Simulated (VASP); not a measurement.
Input of a VASP 6.6.1 run:

The input POSCAR:

```
NaH
1.0
    0.0000000000      4.8013030000      4.8013030000
    4.8013030000      0.0000000000      4.8013030000
    4.8013030000      4.8013030000      0.0000000000
Na H
8 8
Direct
   -0.0053031438     -0.0233819861      0.0395405164
    0.0082449493      0.0107284418      0.4865540667
    0.0096119741      0.5049735457      0.0000978901
    0.0136734757      0.5182554611      0.4814910661
    0.4935399828     -0.0101097556      0.0071441023
    0.5088892536     -0.0257345766      0.5099516735
    0.5119842468      0.4788853151      0.0108367458
    0.4897316416      0.5044436896      0.4903900045
    0.2776126606      0.2977959316      0.2157017585
    0.2337813298      0.2271273027      0.7192324667
    0.1898302398      0.9042302683      0.2013666915
    0.1883582436      0.6987755199      0.8257758363
    0.7263699042      0.2944104965      0.2252998821
    0.6925198222      0.1962537045      0.7779599621
    0.6528096644      0.7854351204      0.2416375305
    0.8324672490      0.7580951463      0.7262198407
```

The input INCAR.step1:

```
ALGO = Normal
EDIFF = 1E-4
ENCUT = 520
GGA = PE
ISMEAR = -1
LASPH = True
LCHARG = False
LREAL = Auto
LWAVE = True
NBANDS = 46
NELM = 80
PREC = Accurate
SIGMA = 0.19
```

INCAR.step2

```
ALGO = Normal
EDIFF = 1E-6
ENCUT = 520
ISIF = 2
ISMEAR = -1
ISTART = 1
LASPH = True
LCHARG = False
LMIXTAU = True
LREAL = Auto
LWAVE = False
METAGGA = R2SCAN
NBANDS = 46
NELM = 80
PREC = Accurate
SIGMA = 0.19
```

KPOINTS

```
k-points
0
Gamma
  2 2 2
```

Potentials or basis: VASP PAW PBE potentials, release 64 (Na_pv, H).

Run with:

```console
$ cat potpaw_PBE.64/Na_pv/POTCAR potpaw_PBE.64/H/POTCAR > POTCAR
$ cp INCAR.step1 INCAR
$ mpirun -np 1 vasp_std > vasp.out
$ cp INCAR.step2 INCAR
$ mpirun -np 1 vasp_std > vasp.out
```

Q: Estimate the largest force.

A: 2.072 eV/Å.

Q: Estimate the pressure.

A: 2.6 GPa.

Q: Estimate the band gap on the k mesh.

A: 3.73 eV (least direct gap 3.97 eV).

Stress tensor (GPa, compression positive):
```
 0.62  0.56 -0.32
 0.56  3.04 -0.04
-0.32 -0.04  4.02
```

Caveat: the k points lie up to 0.57 Å⁻¹ apart; the atoms stand as in a frame of molecular dynamics; the PAW data sets were made with another functional, which shifts forces and pressure a little. A k mesh can miss the band edges.
